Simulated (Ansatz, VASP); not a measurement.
# ScOs3 in VASP and in Ansatz

```
Sc Os
1.0
    -1.88133    1.88133    4.20245
     1.88133   -1.88133    4.20245
     1.88133    1.88133   -4.20245
Sc Os
1 3
Direct
  0.00000 0.00000 0.00000
  0.50000 0.50000 0.00000
  0.25000 0.75000 0.50000
  0.75000 0.25000 0.50000
```

Alike in both runs: task single point; functional PBE; k mesh 6 × 6 × 6; occupations gaussian, width 0.1 eV; no spin polarisation.

|  | VASP | Ansatz |
| --- | --- | --- |
| version | VASP 6.6.1 | Ansatz 0.2.0 |
| potentials or method | VASP PAW PBE potentials, release 64 (Sc_sv, Os), cutoff 520 eV | scalar-relativistic, plane waves, PAW |
| valence electrons in the cell | 35 | 59 |

Ansatz gave:

```
gap on the k mesh at the Fermi level (eV)                     : none
pressure (GPa)                                                : 11.5
traceless stress, the component that is largest in VASP (GPa) : -9.92
```

Problem. Which values does VASP return?

Solution. gap on the k mesh at the Fermi level (eV): none; pressure (GPa): 11.9; traceless stress, the component that is largest in VASP (GPa): -9.86.

A gap of «none» marks a metal or a gap that the smearing closes. VASP's potentials hold 35 valence electrons a cell and Ansatz's 59, so a difference there can come from the potentials and not from the codes.

The k mesh is coarse, so the values compare programs but aren't converged. Spin-orbit coupling is off throughout.
